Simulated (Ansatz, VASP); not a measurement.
# Eu: VASP beside Ansatz

Contents of INCAR:

```
SYSTEM = Eu
ALGO = Normal
EDIFF = 1E-6
ENCUT = 520
GGA = CA
ISIF = 2
ISMEAR = -1
ISPIN = 2
LASPH = .TRUE.
LCHARG = .FALSE.
LMAXMIX = 6
LORBIT = 11
LREAL = .FALSE.
LWAVE = .FALSE.
MAGMOM = 6.925
NBANDS = 18
NELM = 150
PREC = Accurate
SIGMA = 0.05
```

KPOINTS

```
k-points
0
G
  11 11 11
  0 0 0
```

The input POSCAR:

```
Eu
1.0
   -2.0544259245      2.0544259245      2.0544259245
    2.0544259245     -2.0544259245      2.0544259245
    2.0544259245      2.0544259245     -2.0544259245
Eu
1
Direct
    0.0000000000      0.0000000000      0.0000000000
```

Input for Ansatz:

```yaml
crystal:
  lattice:
    - [-2.0544259245, 2.0544259245, 2.0544259245]
    - [2.0544259245, -2.0544259245, 2.0544259245]
    - [2.0544259245, 2.0544259245, -2.0544259245]
  atoms:
    - { symbol: Eu, position: [0.0, 0.0, 0.0], spin: 6.925 }
hamiltonian:
  xc: lda
  pseudopotentials:
    kind: paw
    azcp:
      Eu: "pseudopotentials/Eu.paw.azcp"
basis:
  ecutwfc: 420
  fft_grid_basis: typed
kpoints:
  mp_grid: { grid: [11, 11, 11], shift: [0, 0, 0] }
magnetization:
  spin_polarized: true
scf:
  occupations: { method: fermi_dirac, width: 0.05 }
  lower_state_search: "off"
output:
  stress: true
  write_density: true
  write_potential: true
  elf: true
  volumetric_format: npy
```

Alike in both runs: task single point; functional LDA; k mesh 11 × 11 × 11; occupations fermi-dirac, width 0.05 eV; collinear spin.

```csv
,VASP,Ansatz
version,VASP 6.6.1,Ansatz 0.2.0
potentials or method,"VASP PAW PBE potentials, release 64 (Eu), cutoff 520 eV","plane waves (420 eV) with PAW, scalar-relativistic"
valence electrons in the cell,17,17
```

Ansatz gave:

| Quantity | Value |
| --- | --- |
| pressure (GPa) | 0.0 |
| net moment per atom (μB) | 7.15 |
| size of the moment on the site where the two differ most (μB) | 6.92 |

Task: What did VASP give for the same quantities?

Result: Pressure (GPa): -0.3; net moment per atom (μB): 7.11; size of the moment on the site where the two differ most (μB): 6.63.

VASP's potentials were made for PBE, not for LDA, and Ansatz warns of the same on its side. LDA's correlation is that of Perdew and Zunger in VASP and of Perdew and Wang (1992) in Ansatz. Site moments also hang on the region over which each program counts them.

Neither program's run includes spin-orbit coupling.
